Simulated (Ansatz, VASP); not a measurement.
**Two plane-wave programs on Mg4Cd**

```
Mg Cd
1.0
     4.68905    0.00000    0.00000
    -0.17893    5.00315    0.00000
    -0.19220   -0.37742   10.48373
Mg Cd
8 2
Direct
  0.00786 0.70798 0.14839
  0.48719 0.69832 0.64917
  0.99950 0.25318 0.34602
  0.49477 0.21677 0.84028
  0.52151 0.70022 0.34970
  0.99918 0.68321 0.84908
  0.50112 0.19419 0.15781
  0.99369 0.16301 0.65841
  0.99717 0.18829 0.99990
  0.49802 0.19484 0.50125
```

Change from the starting cell: the structure that the rattled cell fell into.

Alike in both runs: task relaxation of cell and atoms; functional PBE; k mesh 4 × 4 × 2; occupations gaussian, width 0.1 eV; no spin polarisation.

|  | VASP | Ansatz |
| --- | --- | --- |
| version | VASP 6.6.1 | Ansatz 0.2.0 |
| potentials or method | VASP PAW PBE potentials, release 64 (Mg, Cd), cutoff 600 eV | scalar-relativistic, plane waves, PAW |
| valence electrons in the cell | 40 | 120 |

Ansatz gave:

| Item | Value |
| --- | --- |
| gap on the k mesh at the Fermi level, each at its own relaxed structure (eV) | none |
| relaxed volume (Å³/atom) | 24.48 |
| relaxed length of the cell vector where the two differ most in proportion (Å) | 4.756 |

Question: Which values does VASP return?

Answer: gap on the k mesh at the Fermi level, each at its own relaxed structure (eV): none; relaxed volume (Å³/atom): 24.40; relaxed length of the cell vector where the two differ most in proportion (Å): 4.726.

A gap of «none» marks a metal or a gap that the smearing closes. VASP's potentials hold 40 valence electrons a cell and Ansatz's 120, so a difference there can come from the potentials and not from the codes.
